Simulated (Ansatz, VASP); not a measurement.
**One calculation of BaTiO3, two programs**

The input INCAR:

```
PREC = Accurate
ENCUT = 520
EDIFF = 1E-6
ISMEAR = -1
SIGMA = 0.03
LREAL = F
LASPH = T
NELM = 80
ALGO = Normal
ISIF = 2
LWAVE = F
LCHARG = F
GGA = PE
NBANDS = 28
```

The input KPOINTS:

```
regular mesh
0
Gamma
  7 7 7
```

POSCAR

```
BaTiO3
1.0
    3.9998000000      0.0000000000      0.0000000000
    0.0000000000      3.9998000000      0.0000000000
    0.0000000000      0.0000000000      4.0983600000
Ba Ti O
1 1 3
Direct
    0.0000000000      0.0000000000      0.0000000000
    0.5000000000      0.5000000000      0.5000000000
    0.5000000000      0.5000000000      0.0000000000
    0.5000000000      0.0000000000      0.5000000000
    0.0000000000      0.5000000000      0.5000000000
```

Input for Ansatz:

```yaml
crystal:
  lattice:
    - [3.9998, 0.0, 0.0]
    - [0.0, 3.9998, 0.0]
    - [0.0, 0.0, 4.09836]
  atoms:
    - { symbol: Ba, position: [0.0, 0.0, 0.0] }
    - { symbol: Ti, position: [0.5, 0.5, 0.5] }
    - { symbol: O, position: [0.5, 0.5, 0.0] }
    - { symbol: O, position: [0.5, 0.0, 0.5] }
    - { symbol: O, position: [0.0, 0.5, 0.5] }
kpoints:
  mp_grid: { grid: [7, 7, 7] }
  band_path:
    path:
      - [0.0, 0.0, 0.0]
      - [0.0, 0.5, 0.0]
      - [0.5, 0.5, 0.0]
      - [0.0, 0.0, 0.0]
      - [0.0, 0.0, 0.5]
      - [0.0, 0.5, 0.5]
      - [0.5, 0.5, 0.5]
      - [0.0, 0.0, 0.5]
      - [0.0, 0.5, 0.0]
    npoints: 5
scf:
  occupations: { method: fermi_dirac, width: 0.03 }
hamiltonian:
  xc: pbe
  pseudopotentials: { kind: all_electron, lapw: { basis_error: 0.001 } }
output:
  forces: true
  stress: true
  eigenvalues: true
```

Change from the starting cell: zz strain of +2 %.

Alike in both runs: task single point; functional PBE; k mesh 7 × 7 × 7; occupations fermi-dirac, width 0.03 eV; no spin polarisation.

```csv
,VASP,Ansatz
version,VASP 6.6.1,Ansatz 0.2.0
potentials or method,"VASP PAW PBE potentials, release 64 (Ba_sv, Ti_sv, O), cutoff 520 eV","all-electron LAPW, scalar-relativistic"
```

```csv
,VASP,Ansatz,Ansatz less VASP
gap on the k mesh at the Fermi level (eV),1.74,1.79,+0.056
pressure (GPa),0.2,-1.4,-1.62
"traceless stress, the component that is largest in VASP (GPa)",-2.79,-2.68,+0.109
```

Ansatz ran all-electron here, and VASP with PAW potentials.

Spin-orbit coupling is off throughout.
